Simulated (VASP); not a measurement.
# Al3RuN (P4mm) in VASP: further runs

Al3RuN is run at these levels: PBE; tasks: single point, relaxation of cell and atoms.

All numbers are computed with VASP 6.6.1; they aren't measurements. Logs are shortened: lines on timing, memory, paths and dates and some standing lists are left out, and cuts for length are marked.

## Step 1: The cell of the first run

It takes space group P4mm (No. 99, tetragonal). Conventional cell: a = 3.645 Å, b = 3.645 Å, c = 5.286 Å, α = 90.00°, β = 90.00°, γ = 90.00°. Within 2.5 Å of Al (site symmetry 4mm) lie 1 N at 1.92 Å. Al (site symmetry 2mm) has 2 N at 2.01 Å and 2 Ru at 2.49 Å and 4 Al at 2.58 Å within 2.7 Å. Within 3.3 Å of Ru (site symmetry 4mm) lie 8 Al at 2.49 to 2.70 Å. Within 2.5 Å of N (site symmetry 4mm) lie 5 Al at 1.92 to 2.01 Å.

The cell was generated, and may not be a known phase.

## Step 2: Single point, PBE, collinear spin, ferromagnetic start

INCAR reads:

```
SYSTEM = Al3RuN
PREC = Accurate
ENCUT = 520
EDIFF = 1E-7
ISMEAR = 0
SIGMA = 0.2
LREAL = .FALSE.
LASPH = .TRUE.
NELM = 150
ALGO = Normal
ISIF = 2
LWAVE = .FALSE.
LCHARG = .FALSE.
ISPIN = 2
MAGMOM = 0 0 0 1 0
LORBIT = 11
LMAXMIX = 4
GGA = PE
NBANDS = 26
```

KPOINTS reads:

```
regular mesh
0
G
  4 4 3
  0 0 0
```

POSCAR reads:

```
Al3RuN
1.0
    3.6453640799      0.0000000000      0.0000000000
    0.0000000000      3.6453640799      0.0000000000
    0.0000000000      0.0000000000      5.2862289993
Al Ru N
3 1 1
Direct
    0.0000000000      0.0000000000      1.0338082846
    0.5000000000      0.0000000000      0.5581639239
    0.0000000000      0.5000000000      0.5581639239
    0.5000000000      0.5000000000      0.8786994370
    0.0000000000      0.0000000000      0.3973834106
```

Potentials or basis: VASP PAW PBE potentials, release 64 (Al, Ru_pv, N).

Run with:

```bash
> cat potpaw_PBE.64/Al/POTCAR potpaw_PBE.64/Ru_pv/POTCAR potpaw_PBE.64/N/POTCAR > POTCAR
> mpirun -np 1 vasp_std > vasp.out
```

OUTCAR:

```text
SYSTEM = Al3RuN
   PREC = Accurate
   ENCUT = 520
   EDIFF = 1E-7
   ISMEAR = 0
   LREAL = .FALSE.
   LASPH = .TRUE.
   NELM = 150
   ISIF = 2
   ISPIN = 2
   LORBIT = 11
   GGA = PE

 ion  position               nearest neighbor table
   1  0.000  0.000  0.034-   5 1.92   4 2.70   4 2.70   4 2.70   4 2.70   2 3.11   2 3.11   3 3.11
                             3 3.11   2 3.32   3 3.32   2 3.32   3 3.32
   2  0.500  0.000  0.558-   5 2.01   5 2.01   4 2.49   4 2.49   3 2.58   3 2.58   3 2.58   3 2.58
                             1 3.11   1 3.11   1 3.32   1 3.32
   3  0.000  0.500  0.558-   5 2.01   5 2.01   4 2.49   4 2.49   2 2.58   2 2.58   2 2.58   2 2.58
                             1 3.11   1 3.11   1 3.32   1 3.32
   4  0.500  0.500  0.879-   2 2.49   3 2.49   2 2.49   3 2.49   1 2.70   1 2.70   1 2.70   1 2.70

   5  0.000  0.000  0.397-   1 1.92   2 2.01   3 2.01   3 2.01   2 2.01

  LATTYP: Found a simple tetragonal cell.
 ALAT       =     3.6453640799
 C/A-ratio  =     1.4501237417

  Lattice vectors:

 A1 = (   3.6453640799,   0.0000000000,   0.0000000000)
 A2 = (   0.0000000000,   3.6453640799,   0.0000000000)
 A3 = (   0.0000000000,   0.0000000000,   5.2862289993)

Analysis of symmetry for initial positions (statically):
=====================================================================
 Subroutine PRICEL returns:
 Original cell was already a primitive cell.

 Routine SETGRP: Setting up the symmetry group for a
 simple tetragonal supercell.

 Subroutine GETGRP returns: Found  8 space group operations
 (whereof  8 operations were pure point group operations)
 out of a pool of 16 trial point group operations.

The static configuration has the point symmetry C_4v.

Analysis of symmetry for dynamics (positions and initial velocities):
=====================================================================
 Subroutine PRICEL returns:
 Original cell was already a primitive cell.

 Routine SETGRP: Setting up the symmetry group for a
 simple tetragonal supercell.

 Subroutine GETGRP returns: Found  8 space group operations
 (whereof  8 operations were pure point group operations)
 out of a pool of 16 trial point group operations.

The dynamic configuration has the point symmetry C_4v.

Analysis of structural, dynamic, and magnetic symmetry:
=====================================================================
 Subroutine PRICEL returns:
 Original cell was already a primitive cell.

 Routine SETGRP: Setting up the symmetry group for a
 simple tetragonal supercell.

 Subroutine GETGRP returns: Found  8 space group operations
 (whereof  8 operations were pure point group operations)
 out of a pool of 16 trial point group operations.

The overall configuration has the point symmetry C_4v.

 Subroutine INISYM returns: Found  8 space group operations
 (whereof  8 operations are pure point group operations),
 and found     1 'primitive' translations

----------------------------------------------------------------------------------------

                                     Primitive cell

  volume of cell :      70.2470

  direct lattice vectors                    reciprocal lattice vectors
     3.645364080  0.000000000  0.000000000     0.274321022  0.000000000  0.000000000
     0.000000000  3.645364080  0.000000000     0.000000000  0.274321022  0.000000000
     0.000000000  0.000000000  5.286228999     0.000000000  0.000000000  0.189170768

  length of vectors
     3.645364080  3.645364080  5.286228999     0.274321022  0.274321022  0.189170768

  position of ions in fractional coordinates (direct lattice)
     0.000000000  0.000000000  0.033808285
     0.500000000  0.000000000  0.558163924
     0.000000000  0.500000000  0.558163924
     0.500000000  0.500000000  0.878699437
     0.000000000  0.000000000  0.397383411

  ion indices of the primitive-cell ions
   primitive index   ion index
                 1           1
                 2           2
                 3           3
                 4           4
[... 31 lines left out ...]
  0.250000  0.000000  0.000000      4.000000
  0.500000  0.000000  0.000000      2.000000
  0.250000  0.250000  0.000000      4.000000
  0.500000  0.250000  0.000000      4.000000
  0.500000  0.500000  0.000000      1.000000
  0.000000  0.000000  0.333333      2.000000
  0.250000  0.000000  0.333333      8.000000
  0.500000  0.000000  0.333333      4.000000
  0.250000  0.250000  0.333333      8.000000
  0.500000  0.250000  0.333333      8.000000
  0.500000  0.500000  0.333333      2.000000
   k-points           NKPTS =     12   k-points in BZ     NKDIM =     12   number of bands    NBANDS=     26
   number of dos      NEDOS =    301   number of ions     NIONS =      5
   total plane-waves  NPLWV =  31360
   dimension x,y,z NGX =    28 NGY =   28 NGZ =   40
   dimension x,y,z NGXF=    56 NGYF=   56 NGZF=   80
   ions per type =               3   1   1
   NGX,Y,Z   is equivalent  to a cutoff of  12.77, 12.77, 12.58 a.u.
   NGXF,Y,Z  is equivalent  to a cutoff of  25.54, 25.54, 25.16 a.u.
 SYSTEM =  Al3RuN
   PREC   = accura    normal or accurate (medium, high low for compatibility)
   ISTART =      0    job   : 0-new  1-cont  2-samecut
   ICHARG =      2    charge: 1-file 2-atom 10-const
   ISPIN  =      2    spin polarized calculation?
   LNONCOLLINEAR =      F non collinear calculations
   LSORBIT =      F    spin-orbit coupling
   LASPH  =      T    aspherical Exc in radial PAW
   ENCUT  =  520.0 eV  38.22 Ry    6.18 a.u.   6.78  6.78  9.83*2*pi/ulx,y,z
   NELM   =    150;   NELMIN=  2; NELMDL= -5     # of ELM steps
   EDIFF  = 0.1E-06   stopping-criterion for ELM
   LREAL  =      F    real-space projection
   EDIFFG = 0.1E-05   stopping-criterion for IOM
   NSW    =      0    number of steps for IOM
   IBRION =     -1    ionic relax: 0-MD 1-quasi-New 2-CG
   NFREE  =      0    steps in history (QN), initial steepest desc. (CG)
   ISIF   =      2    stress and relaxation
   ISYM   =      2    0-nonsym 1-usesym 2-fastsym
   POTIM  = 0.5000    time-step for ionic-motion
   TEBEG  =    0.0;   TEEND  =   0.0 temperature during run
   PSTRESS=    0.0 pullay stress
   NELECT =      28.0000    total number of electrons
   NUPDOWN=      -1.0000    fix difference up-down
   EMIN   =  10.00;   EMAX   =-10.00  energy-range for DOS
   EFERMI =   0.00;   METHOD = LEGACY
   ISMEAR =     0;   SIGMA  =   0.20  broadening in eV -4-tet -1-fermi 0-gaus
   EFERMI_NEDOS =   21; number of points for ismear=-14 and -15
   IALGO  =     38    algorithm
   IMIX   =      4    mixing-type and parameters
     AMIX     =   0.40;   BMIX     =  1.00
     AMIX_MAG =   1.60;   BMIX_MAG =  1.00
  volume/ion in A,a.u.               =      14.05        94.81
  Fermi-wavevector in a.u.,A,eV,Ry     =   1.204809  2.276759 19.749741  1.451565
  Thomas-Fermi vector in A             =   2.340524
   LORBIT       =     11    0 simple, 1 ext, 2 COOP (PROOUT), +10 PAW based schemes
   GGA     = PE    functional components
   LHFCALC =     F    Hartree Fock is set to
   AEXX    =    0.0000 exact exchange contribution
   IVDW    =     0    specifies the selected vdW correction
   LEPSILON=     F    determine dielectric tensor
   LRPA    =     F    only Hartree local field effects (RPA)
 spin polarized calculation
 Gauss-broadening in eV      SIGMA  =   0.20
  energy-cutoff  :      520.00
  volume of cell :       70.25
 maximum number of plane-waves:      1916
 NGX is ok and might be reduce to    28
   NGX = 13   NGY = 13   NGZ = 19

 number of electron      27.9999996 magnetization       0.0000676

 Free energy of the ion-electron system (eV)
  ---------------------------------------------------
  ext. energy  EPLUGINS =         0.00000000
  ---------------------------------------------------
  free energy    TOTEN  =       -31.06068147 eV

  energy without entropy =      -31.00556208  energy(sigma->0) =      -31.03312178

 E-fermi :   8.4367     XC(G=0): -10.9397

 val. band max:        8.4250422611   @ k =   0.5000   0.2500   0.3333
 cond. band min:       8.5233180327   @ k =   0.5000   0.5000   0.0000
 fundamental gap:      0.0982757716
 Fermi energy:         8.4367289809

 spin component 1

 k-point     1 :       0.0000    0.0000    0.0000
  band No.  band energies     occupation
      1     -33.5145      1.00000
      2     -33.4926      1.00000
      3     -33.4926      1.00000
      4      -8.1339      1.00000
      5       0.3781      1.00000
      6       1.6774      1.00000
[... 337 lines left out ...]
     25      18.6940      0.00000
     26      19.3357      0.00000
 Fermi energy:         8.4367289809

 spin component 2

 k-point     1 :       0.0000    0.0000    0.0000
  band No.  band energies     occupation
      1     -33.5145      1.00000
      2     -33.4926      1.00000
      3     -33.4926      1.00000
      4      -8.1339      1.00000
      5       0.3781      1.00000
      6       1.6774      1.00000
[... 337 lines left out ...]
     25      18.6940      0.00000
     26      19.3357      0.00000

------------------------ aborting loop because EDIFF is reached ----------------------------------------

  FORCE on cell =-STRESS in cart. coord.  units (eV):
  Direction    XX          YY          ZZ          XY          YZ          ZX
  --------------------------------------------------------------------------------------
  -------------------------------------------------------------------------------------
  Total       -0.0956379     -0.0956379      0.0355498      0.0000000      0.0000000      0.0000000
  in kB       -2.1812880     -2.1812880      0.8108125      0.0000000      0.0000000      0.0000000
  external PRESSURE =      -1.1839212 kB  Pullay stress =       0.0000000 kB

 VOLUME and BASIS-vectors are now :
 -----------------------------------------------------------------------------
  energy-cutoff  :      520.00
  volume of cell :       70.25
      direct lattice vectors                 reciprocal lattice vectors
     3.645364080  0.000000000  0.000000000     0.274321022  0.000000000  0.000000000
     0.000000000  3.645364080  0.000000000     0.000000000  0.274321022  0.000000000
     0.000000000  0.000000000  5.286228999     0.000000000  0.000000000  0.189170768

 POSITION                                       TOTAL-FORCE (eV/Angst)
 -----------------------------------------------------------------------------------
      0.00000      0.00000      0.17872        -0.000000     -0.000000     -0.037056
      1.82268      0.00000      2.95058         0.000000     -0.000000      0.011329
      0.00000      1.82268      2.95058         0.000000     -0.000000      0.011329
      1.82268      1.82268      4.64501         0.000000      0.000000      0.084524
      0.00000      0.00000      2.10066         0.000000     -0.000000     -0.070126
 -----------------------------------------------------------------------------------
    total drift:                                0.000000      0.000000      0.000167

  FREE ENERGIE OF THE ION-ELECTRON SYSTEM (eV)
  ---------------------------------------------------
  free  energy   TOTEN  =       -31.0606814741 eV

  energy  without entropy=      -31.0055620783  energy(sigma->0) =      -31.03312178

 total charge

# of ion       s       p       d       tot
------------------------------------------
    1        0.398   0.345   0.000   0.743
    2        0.389   0.410   0.000   0.799
    3        0.389   0.410   0.000   0.799
    4        0.337   6.203   6.286  12.826
    5        1.256   2.540   0.000   3.796
--------------------------------------------------
tot          2.769   9.908   6.286  18.962

 magnetization (x)

# of ion       s       p       d       tot
------------------------------------------
    1       -0.000   0.000   0.000  -0.000
    2       -0.000   0.000   0.000   0.000
    3       -0.000   0.000   0.000   0.000
    4        0.000   0.000   0.000   0.000
    5       -0.000  -0.000   0.000  -0.000
--------------------------------------------------
tot         -0.000   0.000   0.000   0.000
```

Run time: 24 s. Hardware: 1 thread of AMD EPYC 9R45 (Zen 5), shared host; peak memory 0.18 GiB.

Results:

* Free energy: -31.0607 eV
* Pressure: -0.1 GPa
* Largest force: 0.085 eV/Å
* Band gap on the k mesh: zero (filled and empty bands overlap)
* Net moment: 0.00 μB per cell
* Valence electrons inside the program's atomic spheres: Al 0.74, 0.80 (each value once); Ru 12.83; N 3.80

Forces on the atoms (eV/Å):
```
Al   0.000  0.000 -0.037
Al   0.000  0.000  0.011
Al   0.000  0.000  0.011
Ru   0.000  0.000  0.085
N    0.000  0.000 -0.070
```

Levels at points of the mesh, in eV from the Fermi level:
Spin up:
```
           k point  band 10  band 11  band 12  band 13  band 14  band 15  band 16  band 17  band 18  band 19
(0.00, 0.00, 0.00)    -3.30    -1.93    -1.93    -1.16     0.49     1.31     2.84     2.84     3.54     6.52
(0.50, 0.00, 0.00)    -2.44    -2.16    -2.07    -1.86    -0.46    -0.05     1.60     3.11     3.90     5.98
(0.50, 0.50, 0.00)    -3.24    -3.24    -1.21    -1.21    -0.36     0.09     3.02     3.20     4.07     4.67
```
Spin down:
```tsv
k point	band 10	band 11	band 12	band 13	band 14	band 15	band 16	band 17	band 18	band 19
(0.00, 0.00, 0.00)	-3.30	-1.93	-1.93	-1.16	0.49	1.31	2.84	2.84	3.54	6.52
(0.50, 0.00, 0.00)	-2.44	-2.16	-2.07	-1.86	-0.46	-0.05	1.60	3.11	3.90	5.98
(0.50, 0.50, 0.00)	-3.24	-3.24	-1.21	-1.21	-0.36	0.09	3.02	3.20	4.07	4.67
```

Caveat: the k points lie up to 0.43 Å⁻¹ apart, too coarse for converged energies and pressures of a metal.

[end of part 1 of 2]

The gap in the log of VASP goes by the Fermi energy; the results here count the filled bands.